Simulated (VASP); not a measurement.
# PbS (P-6m2) in VASP: a series of runs

The runs below take PbS through vibrations by perturbation theory, elastic constants, with PBE, PBEsol.

All numbers are computed with VASP 6.6.1; they aren't measurements. Logs are shortened: lines on timing, memory, paths and dates and some standing lists are left out, and cuts for length are marked.

### Step 1. The cell of the first run

Symmetry: P-6m2, No. 187, hexagonal system. The conventional cell has a = 4.090 Å, b = 4.090 Å, c = 3.788 Å, α = 90.00°, β = 90.00°, γ = 120.00°. Within 4.1 Å of Pb (site symmetry -6m2) lie 6 S at 3.03 Å and 8 Pb at 3.79 to 4.09 Å. S (site symmetry -6m2) has 6 Pb at 3.03 Å and 8 S at 3.79 to 4.09 Å within 4.1 Å.

### Step 2. Vibrations by perturbation theory, PBE

Input file INCAR:

```
  ALGO = Normal
  EDIFF = 1E-8
  ENCUT = 520
  GGA = PE
  IBRION = 8
  ISIF = 2
  ISMEAR = -1
  LASPH = True
  LCHARG = False
  LREAL = False
  LWAVE = False
  NBANDS = 17
  NELM = 100
  NSW = 1
  PREC = Accurate
  SIGMA = 0.05
```

Input file KPOINTS:

```
k-points
0
Gamma
  6 6 5
```

Input file POSCAR:

```
PbS
1.0
    4.0896976867      0.0000000000      0.0000000000
   -2.0448488433      3.5417820905      0.0000000000
    0.0000000000      0.0000000000      3.7881670000
Pb S
1 1
Direct
    0.0000000000      0.0000000000      0.0000000000
    0.6666666667      0.3333333333      0.5000000000
```

Potentials or basis: VASP PAW PBE potentials, release 64 (Pb_d, S).

On the command line:

```
cat potpaw_PBE.64/Pb_d/POTCAR potpaw_PBE.64/S/POTCAR > POTCAR
mpirun -np 1 vasp_std > vasp.out
```

OUTCAR:

```text
EDIFF = 1E-8
   ENCUT = 520
   GGA = PE
   IBRION = 8
   ISIF = 2
   ISMEAR = -1
   LASPH = True
   LREAL = False
   NELM = 100
   NSW = 1
   PREC = Accurate

 ion  position               nearest neighbor table
   1  0.000  0.000  0.000-   2 3.03   2 3.03   2 3.03   2 3.03   2 3.03   2 3.03
   2  0.667  0.333  0.500-   1 3.03   1 3.03   1 3.03   1 3.03   1 3.03   1 3.03

  LATTYP: Found a hexagonal cell.
 ALAT       =     4.0896976867
 C/A-ratio  =     0.9262706660

  Lattice vectors:

 A1 = (   4.0896976867,   0.0000000000,   0.0000000000)
 A2 = (  -2.0448488433,   3.5417820905,   0.0000000000)
 A3 = (   0.0000000000,   0.0000000000,   3.7881670000)

Analysis of symmetry for initial positions (statically):
=====================================================================
 Subroutine PRICEL returns:
 Original cell was already a primitive cell.

 Routine SETGRP: Setting up the symmetry group for a
 hexagonal supercell.

 Subroutine GETGRP returns: Found 12 space group operations
 (whereof 12 operations were pure point group operations)
 out of a pool of 24 trial point group operations.

The static configuration has the point symmetry D_3h.

Analysis of symmetry for dynamics (positions and initial velocities):
=====================================================================
 Subroutine PRICEL returns:
 Original cell was already a primitive cell.

 Routine SETGRP: Setting up the symmetry group for a
 hexagonal supercell.

 Subroutine GETGRP returns: Found 12 space group operations
 (whereof 12 operations were pure point group operations)
 out of a pool of 24 trial point group operations.

The dynamic configuration has the point symmetry D_3h.

 Subroutine INISYM returns: Found 12 space group operations
 (whereof 12 operations are pure point group operations),
 and found     1 'primitive' translations

----------------------------------------------------------------------------------------

                                     Primitive cell

  volume of cell :      54.8709

  direct lattice vectors                    reciprocal lattice vectors
     4.089697687  0.000000000  0.000000000     0.244516851  0.141171870  0.000000000
    -2.044848843  3.541782090  0.000000000     0.000000000  0.282343740  0.000000000
     0.000000000  0.000000000  3.788167000     0.000000000  0.000000000  0.263979914

  length of vectors
     4.089697687  4.089697687  3.788167000     0.282343740  0.282343740  0.263979914

  position of ions in fractional coordinates (direct lattice)
     0.000000000  0.000000000  0.000000000
     0.666666667  0.333333333  0.500000000

  ion indices of the primitive-cell ions
   primitive index   ion index
                 1           1
                 2           2

----------------------------------------------------------------------------------------

 KPOINTS: k-points

Automatic generation of k-mesh.
 Grid dimensions read from file:
 generate k-points for:    6    6    5

 Generating k-lattice:

  Cartesian coordinates                     Fractional coordinates (reciprocal lattice)
     0.040752809  0.023528645  0.000000000     0.166666667  0.000000000  0.000000000
     0.000000000  0.047057290  0.000000000     0.000000000  0.166666667  0.000000000
     0.000000000  0.000000000  0.052795983     0.000000000  0.000000000  0.200000000

  Length of vectors
     0.047057290  0.047057290  0.052795983

  Shift w.r.t. Gamma in fractional coordinates (k-lattice)
     0.000000000  0.000000000  0.000000000

 Subroutine IBZKPT returns following result:
 ===========================================

 Found     21 irreducible k-points:

 Following reciprocal coordinates:
            Coordinates               Weight
  0.000000  0.000000  0.000000      1.000000
  0.166667  0.000000  0.000000      6.000000
  0.333333 -0.000000  0.000000      6.000000
  0.500000  0.000000  0.000000      3.000000
  0.166667  0.166667  0.000000      6.000000
  0.333333  0.166667  0.000000     12.000000
[... 13 lines left out ...]
  0.333333  0.166667  0.400000     24.000000
  0.333333  0.333333  0.400000      4.000000
   k-points           NKPTS =     21   k-points in BZ     NKDIM =     21   number of bands    NBANDS=     17
   number of dos      NEDOS =    301   number of ions     NIONS =      2
   total plane-waves  NPLWV =  25200
   dimension x,y,z NGX =    30 NGY =   30 NGZ =   28
   dimension x,y,z NGXF=    60 NGYF=   60 NGZF=   56
   ions per type =               1   1
   NGX,Y,Z   is equivalent  to a cutoff of  12.19, 12.19, 12.29 a.u.
   NGXF,Y,Z  is equivalent  to a cutoff of  24.39, 24.39, 24.58 a.u.
 SYSTEM =  unknown system
   PREC   = accura    normal or accurate (medium, high low for compatibility)
   ISTART =      0    job   : 0-new  1-cont  2-samecut
   ICHARG =      2    charge: 1-file 2-atom 10-const
   ISPIN  =      1    spin polarized calculation?
   LNONCOLLINEAR =      F non collinear calculations
   LSORBIT =      F    spin-orbit coupling
   LASPH  =      T    aspherical Exc in radial PAW
   ENCUT  =  520.0 eV  38.22 Ry    6.18 a.u.   7.60  7.60  7.04*2*pi/ulx,y,z
   NELM   =    100;   NELMIN=  2; NELMDL= -5     # of ELM steps
   EDIFF  = 0.1E-07   stopping-criterion for ELM
   LREAL  =      F    real-space projection
   EDIFFG = 0.1E-06   stopping-criterion for IOM
   NSW    =      1    number of steps for IOM
   IBRION =      8    ionic relax: 0-MD 1-quasi-New 2-CG
   NFREE  =      0    steps in history (QN), initial steepest desc. (CG)
   ISIF   =      2    stress and relaxation
   ISYM   =      2    0-nonsym 1-usesym 2-fastsym
   POTIM  = 0.5000    time-step for ionic-motion
   TEBEG  =    0.0;   TEEND  =   0.0 temperature during run
   PSTRESS=    0.0 pullay stress
   NELECT =      20.0000    total number of electrons
   NUPDOWN=      -1.0000    fix difference up-down
   EMIN   =  10.00;   EMAX   =-10.00  energy-range for DOS
   EFERMI =   0.00;   METHOD = LEGACY
   ISMEAR =    -1;   SIGMA  =   0.05  broadening in eV -4-tet -1-fermi 0-gaus
   EFERMI_NEDOS =   21; number of points for ismear=-14 and -15
   IALGO  =     38    algorithm
   IMIX   =      4    mixing-type and parameters
     AMIX     =   0.40;   BMIX     =  1.00
     AMIX_MAG =   1.60;   BMIX_MAG =  1.00
  volume/ion in A,a.u.               =      27.44       185.14
  Fermi-wavevector in a.u.,A,eV,Ry     =   1.169421  2.209885 18.606576  1.367545
  Thomas-Fermi vector in A             =   2.305894
   LORBIT       =      0    0 simple, 1 ext, 2 COOP (PROOUT), +10 PAW based schemes
   GGA     = PE    functional components
   LHFCALC =     F    Hartree Fock is set to
   AEXX    =    0.0000 exact exchange contribution
   IVDW    =     0    specifies the selected vdW correction
   LEPSILON=     F    determine dielectric tensor
   LRPA    =     F    only Hartree local field effects (RPA)
 non-spin polarized calculation
  energy-cutoff  :      520.00
  volume of cell :       54.87
 maximum number of plane-waves:      1490
   NGX = 15   NGY = 15   NGZ = 15

--------------------------------------- Ionic step        1  -------------------------------------------

 number of electron      19.9999998 magnetization

 Free energy of the ion-electron system (eV)
  ---------------------------------------------------
  ext. energy  EPLUGINS =         0.00000000
  ---------------------------------------------------
  free energy    TOTEN  =        -8.52831458 eV

  energy without entropy =       -8.52629819  energy(sigma->0) =       -8.52730639

 E-fermi :   5.2974     XC(G=0):  -9.4387

 val. band max:        5.2967926580   @ k =   0.3333   0.3333   0.0000
 cond. band min:       5.3527422647   @ k =   0.3333   0.3333   0.4000
 fundamental gap:      0.0559496068
 Fermi energy:         5.2974051730

 k-point     1 :       0.0000    0.0000    0.0000
  band No.  band energies     occupation
      1     -11.7083      2.00000
      2     -11.6880      2.00000
      3     -11.6880      2.00000
      4     -11.5873      2.00000
      5     -11.5873      2.00000
      6      -7.9731      2.00000
[... 399 lines left out ...]
      6      -6.2263      2.00000
[... 9 lines left out ...]
     16      16.1942      0.00000
     17      17.0790      0.00000

------------------------ aborting loop because EDIFF is reached ----------------------------------------

  FORCE on cell =-STRESS in cart. coord.  units (eV):
  Direction    XX          YY          ZZ          XY          YZ          ZX
  --------------------------------------------------------------------------------------
  -------------------------------------------------------------------------------------
  Total       -0.0917763     -0.0917763      0.0090796     -0.0000000      0.0000000     -0.0000000
  in kB       -2.6797803     -2.6797803      0.2651153     -0.0000000      0.0000000     -0.0000000
  external PRESSURE =      -1.6981485 kB  Pullay stress =       0.0000000 kB

 VOLUME and BASIS-vectors are now :
 -----------------------------------------------------------------------------
  energy-cutoff  :      520.00
  volume of cell :       54.87
      direct lattice vectors                 reciprocal lattice vectors
     4.089697687  0.000000000  0.000000000     0.244516851  0.141171870  0.000000000
    -2.044848843  3.541782090  0.000000000     0.000000000  0.282343740  0.000000000
     0.000000000  0.000000000  3.788167000     0.000000000  0.000000000  0.263979914

 POSITION                                       TOTAL-FORCE (eV/Angst)
 -----------------------------------------------------------------------------------
      0.00000      0.00000      0.00000        -0.000000      0.000000      0.000000
      2.04485      1.18059      1.89408         0.000000      0.000000      0.000000
 -----------------------------------------------------------------------------------
    total drift:                               -0.000000      0.000000      0.000000

  FREE ENERGIE OF THE ION-ELECTRON SYSTEM (eV)
  ---------------------------------------------------
  free  energy   TOTEN  =        -8.5283145829 eV

  energy  without entropy=       -8.5262981914  energy(sigma->0) =       -8.52730639

[... ionic steps 2 to 3 ...]

--------------------------------------- Ionic step        4  -------------------------------------------

------------------------ aborting loop because EDIFF is reached ----------------------------------------
[... 11 lines left out ...]
[... ionic steps 8 to 8 ...]

--------------------------------------- Ionic step        9  -------------------------------------------

 Free energy of the ion-electron system (eV)
  ---------------------------------------------------
  ---------------------------------------------------
  free energy    TOTEN  =        -0.10850454 eV

  energy without entropy =       -0.10850454

------------------------ aborting loop because EDIFF is reached ----------------------------------------

 INTERNAL STRAIN TENSOR  FOR ION    2  DIRECTION 3   (eV/Angst):
 -----------------------------------------------------------------------------
     0.03622  0.00000 -0.00000
     0.00000  0.03622 -0.00000
     0.00000  0.00000 -0.06261

 INTERNAL STRAIN TENSOR FOR ION    2 for displacements in x,y,z  (eV/Angst):
          X           Y           Z          XY          YZ          ZX
  --------------------------------------------------------------------------------
  x    -0.00000     0.00000    -0.00000    -0.07117     0.00000     0.00000
  y    -0.07117     0.07117     0.00000     0.00000     0.00000     0.00000
  z     0.00000     0.00000     0.00000     0.00000     0.00000     0.00000

 SECOND DERIVATIVES (NOT SYMMETRIZED)
 ------------------------------------
               1X          1Y          1Z          2X          2Y          2Z
  1X    -1.741685   -0.000000    0.000000    1.741685    0.000000    0.000000
  1Y    -0.000000   -1.741685    0.000000    0.000000    1.741685    0.000000
  1Z     0.000000   -0.000000    1.000985   -0.000000    0.000000   -1.000985
  2X     1.765427    0.000000    0.000000   -1.765427   -0.000000    0.000000
  2Y     0.000000    1.765427    0.000000   -0.000000   -1.765427    0.000000
  2Z     0.000000   -0.000000   -0.989561    0.000000    0.000000    0.989561

 Eigenvectors and eigenvalues of the dynamical matrix
 ----------------------------------------------------

   1 f  =    3.938295 THz    24.745038 2PiTHz  131.367386 cm-1    16.287473 meV
             X         Y         Z           dx          dy          dz
      0.000000  0.000000  0.000000    -0.205738   -0.300217    0.000000
      2.044849  1.180594  1.894084     0.526526    0.768318    0.000000
[... 21 lines left out ...]
   6 f/i=    2.953464 THz    18.557162 2PiTHz   98.516955 cm-1    12.214540 meV
             X         Y         Z           dx          dy          dz
      0.000000  0.000000  0.000000     0.000000    0.000000   -0.367911
      2.044849  1.180594  1.894084    -0.000000    0.000000    0.929861

--------------------------------------------------------------------------------------------------------

 ELASTIC MODULI CONTR FROM IONIC RELAXATION (kBar)
 Direction    XX          YY          ZZ          XY          YZ          ZX
 --------------------------------------------------------------------------------
 XX          -0.0321      0.0321     -0.0000     -0.0000      0.0000      0.0000
 YY           0.0321     -0.0321      0.0000     -0.0000      0.0000      0.0000
 ZZ          -0.0000      0.0000     -0.0000      0.0000      0.0000      0.0000
 XY          -0.0000     -0.0000      0.0000     -0.0321      0.0000      0.0000
 YZ           0.0000      0.0000      0.0000      0.0000      0.0000      0.0000
 ZX           0.0000      0.0000      0.0000      0.0000      0.0000      0.0000
 --------------------------------------------------------------------------------
```

Run time: 2.5 min. Hardware: 1 thread of Intel Xeon 6975P-C (Granite Rapids), shared host; peak memory 0.3 GiB.

Results:

| Item | Value |
| --- | --- |
| Highest phonon frequency at Γ, LO-TO splitting left out | 131 cm⁻¹ |
| Most unstable mode | 99i cm⁻¹ |

Phonon frequencies in cm⁻¹ (negative: imaginary):
```csv
q point,frequencies
"(0.000, 0.000, 0.000)",-99 0 0 0 131 131
```

Caveat: some modes are imaginary; spin-orbit coupling is left out, which moves the levels of the heavy elements.

(Continued in part 2 of 2.)
